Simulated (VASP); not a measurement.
# NaI (zincblende type) (F-43m) in VASP: electric field gradients with PBE

Aim: the electric field gradients of NaI (zincblende type) with PBE.

Program: VASP 6.6.1. These are calculated values, not measurements. Logs are shortened: lines on timing, memory, paths and dates and some standing lists are left out, and cuts for length are marked.

### Step 1. The cell of the first run

It takes space group F-43m (No. 216, cubic). Conventional cell: a = 7.257 Å, b = 7.257 Å, c = 7.257 Å, α = 90.00°, β = 90.00°, γ = 90.00°. Na (site symmetry -43m) has 4 I at 3.14 Å within 4.1 Å. I (site symmetry -43m) has 4 Na at 3.14 Å within 4.1 Å.

### Step 2. Electric field gradients, PBE (47.77 Å³/atom)

Input file INCAR:

```
PREC = Accurate
ENCUT = 520
EDIFF = 1E-8
ISMEAR = -1
SIGMA = 0.05
LREAL = F
LASPH = T
NELM = 80
ALGO = Normal
ISIF = 2
LWAVE = F
LCHARG = F
GGA = PE
LEFG = T
NBANDS = 14
```

Input file KPOINTS:

```
Automatic mesh
0
Gamma
  10 10 10
```

Input file POSCAR:

```
NaI
1.0
    0.0000000000      3.6285074156      3.6285074156
    3.6285074156      0.0000000000      3.6285074156
    3.6285074156      3.6285074156      0.0000000000
Na I
1 1
Direct
    0.0000000000      0.0000000000      0.0000000000
    0.2500000000      0.2500000000      0.2500000000
```

Potentials or basis: VASP PAW PBE potentials, release 64 (Na_pv, I).

Run with:

```bash
cat potpaw_PBE.64/Na_pv/POTCAR potpaw_PBE.64/I/POTCAR > POTCAR
mpirun -np 1 vasp_std > vasp.out
```

OUTCAR:

```text
PREC = Accurate
   ENCUT = 520
   EDIFF = 1E-8
   ISMEAR = -1
   LREAL = F
   LASPH = T
   NELM = 80
   ISIF = 2
   GGA = PE

 ion  position               nearest neighbor table
   1  0.000  0.000  0.000-   2 3.14   2 3.14   2 3.14   2 3.14
   2  0.250  0.250  0.250-   1 3.14   1 3.14   1 3.14   1 3.14

  LATTYP: Found a face centered cubic cell.
 ALAT       =     7.2570148312

  Lattice vectors:

 A1 = (   0.0000000000,   3.6285074156,   3.6285074156)
 A2 = (   3.6285074156,   0.0000000000,   3.6285074156)
 A3 = (   3.6285074156,   3.6285074156,   0.0000000000)

Analysis of symmetry for initial positions (statically):
=====================================================================
 Subroutine PRICEL returns:
 Original cell was already a primitive cell.

 Routine SETGRP: Setting up the symmetry group for a
 face centered cubic supercell.

 Subroutine GETGRP returns: Found 24 space group operations
 (whereof 24 operations were pure point group operations)
 out of a pool of 48 trial point group operations.

The static configuration has the point symmetry T_d .

Analysis of symmetry for dynamics (positions and initial velocities):
=====================================================================
 Subroutine PRICEL returns:
 Original cell was already a primitive cell.

 Routine SETGRP: Setting up the symmetry group for a
 face centered cubic supercell.

 Subroutine GETGRP returns: Found 24 space group operations
 (whereof 24 operations were pure point group operations)
 out of a pool of 48 trial point group operations.

The dynamic configuration has the point symmetry T_d .

 Subroutine INISYM returns: Found 24 space group operations
 (whereof 24 operations are pure point group operations),
 and found     1 'primitive' translations

----------------------------------------------------------------------------------------

                                     Primitive cell

  volume of cell :      95.5463

  direct lattice vectors                    reciprocal lattice vectors
     0.000000000  3.628507416  3.628507416    -0.137797707  0.137797707  0.137797707
     3.628507416  0.000000000  3.628507416     0.137797707 -0.137797707  0.137797707
     3.628507416  3.628507416  0.000000000     0.137797707  0.137797707 -0.137797707

  length of vectors
     5.131484398  5.131484398  5.131484398     0.238672629  0.238672629  0.238672629

  position of ions in fractional coordinates (direct lattice)
     0.000000000  0.000000000  0.000000000
     0.250000000  0.250000000  0.250000000

  ion indices of the primitive-cell ions
   primitive index   ion index
                 1           1
                 2           2

----------------------------------------------------------------------------------------

 KPOINTS: Automatic mesh

Automatic generation of k-mesh.
 Grid dimensions read from file:
 generate k-points for:   10   10   10

 Generating k-lattice:

  Cartesian coordinates                     Fractional coordinates (reciprocal lattice)
    -0.013779771  0.013779771  0.013779771     0.100000000  0.000000000  0.000000000
     0.013779771 -0.013779771  0.013779771     0.000000000  0.100000000  0.000000000
     0.013779771  0.013779771 -0.013779771     0.000000000  0.000000000  0.100000000

  Length of vectors
     0.023867263  0.023867263  0.023867263

  Shift w.r.t. Gamma in fractional coordinates (k-lattice)
     0.000000000  0.000000000  0.000000000

 Subroutine IBZKPT returns following result:
 ===========================================

 Found     47 irreducible k-points:

 Following reciprocal coordinates:
            Coordinates               Weight
  0.000000  0.000000  0.000000      1.000000
  0.100000  0.000000  0.000000      8.000000
  0.200000  0.000000  0.000000      8.000000
  0.300000  0.000000  0.000000      8.000000
  0.400000  0.000000  0.000000      8.000000
  0.500000  0.000000  0.000000      4.000000
[... 16 lines left out ...]
  0.300000  0.300000  0.000000      6.000000
  0.400000  0.300000  0.000000     24.000000
 [... further k-points ...]
   k-points           NKPTS =     47   k-points in BZ     NKDIM =     47   number of bands    NBANDS=     14
   number of dos      NEDOS =    301   number of ions     NIONS =      2
   total plane-waves  NPLWV =  64000
   dimension x,y,z NGX =    40 NGY =   40 NGZ =   40
   dimension x,y,z NGXF=    80 NGYF=   80 NGZF=   80
   ions per type =               1   1
   NGX,Y,Z   is equivalent  to a cutoff of  12.96, 12.96, 12.96 a.u.
   NGXF,Y,Z  is equivalent  to a cutoff of  25.92, 25.92, 25.92 a.u.
 SYSTEM =  unknown system
   PREC   = accura    normal or accurate (medium, high low for compatibility)
   ISTART =      0    job   : 0-new  1-cont  2-samecut
   ICHARG =      2    charge: 1-file 2-atom 10-const
   ISPIN  =      1    spin polarized calculation?
   LNONCOLLINEAR =      F non collinear calculations
   LSORBIT =      F    spin-orbit coupling
   LASPH  =      T    aspherical Exc in radial PAW
   ENCUT  =  520.0 eV  38.22 Ry    6.18 a.u.   9.54  9.54  9.54*2*pi/ulx,y,z
   NELM   =     80;   NELMIN=  2; NELMDL= -5     # of ELM steps
   EDIFF  = 0.1E-07   stopping-criterion for ELM
   LREAL  =      F    real-space projection
   EDIFFG = 0.1E-06   stopping-criterion for IOM
   NSW    =      0    number of steps for IOM
   IBRION =     -1    ionic relax: 0-MD 1-quasi-New 2-CG
   NFREE  =      0    steps in history (QN), initial steepest desc. (CG)
   ISIF   =      2    stress and relaxation
   ISYM   =      2    0-nonsym 1-usesym 2-fastsym
   POTIM  = 0.5000    time-step for ionic-motion
   TEBEG  =    0.0;   TEEND  =   0.0 temperature during run
   PSTRESS=    0.0 pullay stress
   NELECT =      14.0000    total number of electrons
   NUPDOWN=      -1.0000    fix difference up-down
   EMIN   =  10.00;   EMAX   =-10.00  energy-range for DOS
   EFERMI =   0.00;   METHOD = LEGACY
   ISMEAR =    -1;   SIGMA  =   0.05  broadening in eV -4-tet -1-fermi 0-gaus
   EFERMI_NEDOS =   21; number of points for ismear=-14 and -15
   IALGO  =     38    algorithm
   IMIX   =      4    mixing-type and parameters
     AMIX     =   0.40;   BMIX     =  1.00
     AMIX_MAG =   1.60;   BMIX_MAG =  1.00
  volume/ion in A,a.u.               =      47.77       322.39
  Fermi-wavevector in a.u.,A,eV,Ry     =   0.863070  1.630966 10.134848  0.744890
  Thomas-Fermi vector in A             =   1.980966
   LORBIT       =      0    0 simple, 1 ext, 2 COOP (PROOUT), +10 PAW based schemes
   GGA     = PE    functional components
   LHFCALC =     F    Hartree Fock is set to
   AEXX    =    0.0000 exact exchange contribution
   IVDW    =     0    specifies the selected vdW correction
   LEPSILON=     F    determine dielectric tensor
   LRPA    =     F    only Hartree local field effects (RPA)
 non-spin polarized calculation
  energy-cutoff  :      520.00
  volume of cell :       95.55
 maximum number of plane-waves:      2637
 NGX is ok and might be reduce to    40
   NGX = 19   NGY = 19   NGZ = 19

 number of electron      13.9999993 magnetization

 Free energy of the ion-electron system (eV)
  ---------------------------------------------------
  ext. energy  EPLUGINS =         0.00000000
  ---------------------------------------------------
  free energy    TOTEN  =        -5.28972744 eV

  energy without entropy =       -5.28972744  energy(sigma->0) =       -5.28972744

 E-fermi :  -0.3510     XC(G=0):  -6.2116

 val. band max:       -1.4325882049   @ k =   0.0000   0.0000   0.0000
 cond. band min:       2.2720376294   @ k =   0.0000   0.0000   0.0000
 fundamental gap:      3.7046258343
 Fermi energy:        -0.3510007823

 k-point     1 :       0.0000    0.0000    0.0000
  band No.  band energies     occupation
      1     -23.6619      2.00000
      2     -23.6619      2.00000
      3     -23.6619      2.00000
      4     -11.7790      2.00000
      5      -1.4326      2.00000
      6      -1.4326      2.00000
      7      -1.4326      2.00000
      8       2.2720      0.00000
      9       6.3441      0.00000
     10       6.3441      0.00000
     11       6.3441      0.00000
     12       8.0973      0.00000
     13       8.0973      0.00000
     14       9.2278      0.00000
[... 377 lines left out ...]
      1     -23.6633      2.00000
      2     -23.6623      2.00000
      3     -23.6623      2.00000
      4     -11.6710      2.00000
      5      -2.2908      2.00000
      6      -1.7477      2.00000
      7      -1.7057      2.00000
      8       3.9961      0.00000
      9       4.9687      0.00000
     10       6.1500      0.00000
     11       7.5628      0.00000
     12       7.9255      0.00000
     13       9.4424      0.00000
     14      10.3949      0.00000

 [... further k-points ...]

------------------------ aborting loop because EDIFF is reached ----------------------------------------

  FORCE on cell =-STRESS in cart. coord.  units (eV):
  Direction    XX          YY          ZZ          XY          YZ          ZX
  --------------------------------------------------------------------------------------
  -------------------------------------------------------------------------------------
  Total       -0.2197424     -0.2197424     -0.2197424      0.0000000      0.0000000     -0.0000000
  in kB       -3.6847700     -3.6847700     -3.6847700      0.0000000      0.0000000     -0.0000000
  external PRESSURE =      -3.6847700 kB  Pullay stress =       0.0000000 kB

 VOLUME and BASIS-vectors are now :
 -----------------------------------------------------------------------------
  energy-cutoff  :      520.00
  volume of cell :       95.55
      direct lattice vectors                 reciprocal lattice vectors
     0.000000000  3.628507416  3.628507416    -0.137797707  0.137797707  0.137797707
     3.628507416  0.000000000  3.628507416     0.137797707 -0.137797707  0.137797707
     3.628507416  3.628507416  0.000000000     0.137797707  0.137797707 -0.137797707

 POSITION                                       TOTAL-FORCE (eV/Angst)
 -----------------------------------------------------------------------------------
      0.00000      0.00000      0.00000         0.000000      0.000000      0.000000
      1.81425      1.81425      1.81425        -0.000000     -0.000000     -0.000000
 -----------------------------------------------------------------------------------
    total drift:                                0.000001      0.000001      0.000001

  FREE ENERGIE OF THE ION-ELECTRON SYSTEM (eV)
  ---------------------------------------------------
  free  energy   TOTEN  =        -5.2897274381 eV

  energy  without entropy=       -5.2897274380  energy(sigma->0) =       -5.28972744

 Electric field gradients (V/A^2)
---------------------------------------------------------------------
 ion       V_xx      V_yy      V_zz      V_xy      V_xz      V_yz
---------------------------------------------------------------------
   1       0.000     0.000     0.000     0.003     0.003     0.003
   2       0.000    -0.000    -0.000    -0.000    -0.000    -0.000
---------------------------------------------------------------------

 Electric field gradients after diagonalization (V/A^2)
 (convention: |V_zz| > |V_xx| > |V_yy|)
----------------------------------------------------------------------
 ion       V_xx      V_yy      V_zz     asymmetry (V_yy - V_xx)/ V_zz
----------------------------------------------------------------------
   1      -0.003    -0.003     0.006       0.000
   2       0.000     0.000    -0.001       0.000
----------------------------------------------------------------------

           NMR quadrupolar parameters

 Cq : quadrupolar parameter    Cq=e*Q*V_zz/h
 eta: asymmetry parameters     (V_yy - V_xx)/ V_zz
 Q  : nuclear electric quadrupole moment in mb (millibarn)
----------------------------------------------------------------------
 ion       Cq(MHz)       eta       Q (mb)
----------------------------------------------------------------------
   1       0.000       0.000       1.000
   2      -0.000       0.000       1.000
----------------------------------------------------------------------
```

Wall time 83 s (1 thread of Intel Xeon 8259CL, shared host); peak memory 0.27 GiB.

Results:

* Free energy: -5.2897 eV
* Pressure: -0.4 GPa
* Band gap on the k mesh: 3.70 eV
* Largest electric field gradient by atom: zero within the noise of the run

Caveat: spin-orbit coupling is left out, which moves the levels of the heavy elements.
